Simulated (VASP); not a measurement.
## Cu: relaxation of cell and atoms with PBE

Crystal: Cu.

```xyz
1
Lattice="-1.4426 1.4426 1.4426 1.4426 -1.4426 1.4426 1.4426 1.4426 -1.4426" Properties=species:S:1:pos:R:3 pbc="T T T"
Cu    0.0000    0.0000    0.0000
```

This isn't the form of Cu at room conditions, which is fcc.

```yaml
Program: VASP 6.6.1
Task: relaxation of cell and atoms
Functional: PBE
Potentials_or_basis: VASP PAW PBE potentials, release 64 (Cu)
Cutoff: 600 eV
k_mesh: 20 × 20 × 20
Occupations: gaussian, width 0.1 eV
Spin: no spin polarisation
Dipole_correction: no
Further_INCAR_settings: ALGO = Normal; EDIFF = 1e-06; IBRION = 2; EDIFFG = -0.01; NSW = 80; ISIF = 3
```

```
Relaxed volume                        : 12.06 Å³/atom
Relaxed cell                          : a = 2.502 Å, b = 2.502 Å, c = 2.502 Å, α = 109.47°, β = 109.47°, γ = 109.47°
Space group after relaxing (to 0.1 Å) : Im-3m (No. 229)
Energy gained by relaxing             : 0.1 meV/atom
Ionic steps                           : 3
Pressure after relaxing               : 0.0 GPa
Band gap on the k mesh                : zero (an odd number of electrons rules out a gap without spin polarisation)
```

Final structure:
```xyz
1
Lattice="-1.4445 1.4445 1.4445 1.4445 -1.4445 1.4445 1.4445 1.4445 -1.4445" Properties=species:S:1:pos:R:3 pbc="T T T"
Cu    0.0000    0.0000    0.0000
```

Levels at points of the mesh, in eV from the Fermi level:
| k point | band 4 | band 5 | band 6 | band 7 | band 8 | band 9 |
| --- | --- | --- | --- | --- | --- | --- |
| (0.00, 0.00, 0.00) | -3.04 | -2.06 | -2.06 | 24.86 | 24.86 | 24.86 |
| (0.50, 0.00, 0.00) | -1.96 | -1.36 | -0.53 | 4.23 | 17.29 | 17.33 |
| (0.50, 0.50, 0.50) | -1.52 | -1.52 | 8.11 | 8.11 | 8.11 | 13.44 |

Wall time 21 s on 1 thread of Intel(R) Xeon(R) 6975P-C (Granite Rapids) (shared host), peak memory 0.16 GiB.
